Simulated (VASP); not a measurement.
Here is a VASP 6.6.1 calculation.

Contents of INCAR:

```
SYSTEM = WC
PREC = Accurate ; ENCUT = 520
EDIFF = 1E-6 ; ISMEAR = 0
SIGMA = 0.15 ; LREAL = .FALSE.
LASPH = .TRUE. ; NELM = 80
ALGO = Normal ; ISIF = 2
LWAVE = .FALSE. ; LCHARG = .TRUE.
GGA = PS ; LELF = .TRUE.
LVHAR = .TRUE. ; NBANDS = 16
```

The input KPOINTS:

```
regular mesh
0
G
  6 6 6
  0 0 0
```

Contents of POSCAR:

```
WC
1.0
    2.9005014360      0.0000000000      0.0000000000
   -1.4502507180      2.5119079273      0.0000000000
    0.0000000000      0.0000000000      2.8290000000
W C
1 1
Direct
    0.0000000000      0.0000000000      0.0000000000
    0.6666666667      0.3333333333      0.5000000000
```

Potentials or basis: VASP PAW PBE potentials, release 64 (W_sv, C).

The run is started by

```console
$ cat potpaw_PBE.64/W_sv/POTCAR potpaw_PBE.64/C/POTCAR > POTCAR
$ mpirun -np 1 vasp_std > vasp.out
```

Estimate the pressure.

0.5 GPa.

Estimate the band gap on the k mesh.

zero (band 9 reaches 11.63 eV, above the bottom of band 10 at 10.43 eV).

Stress tensor (GPa, compression positive):
```
 1.30  0.00  0.00
 0.00  1.30  0.00
 0.00  0.00 -1.07
```

Caveat: the k points lie up to 0.42 Å⁻¹ apart; the PAW data sets were made with another functional, which shifts forces and pressure a little; spin-orbit coupling is left out, which moves the levels of the heavy elements.
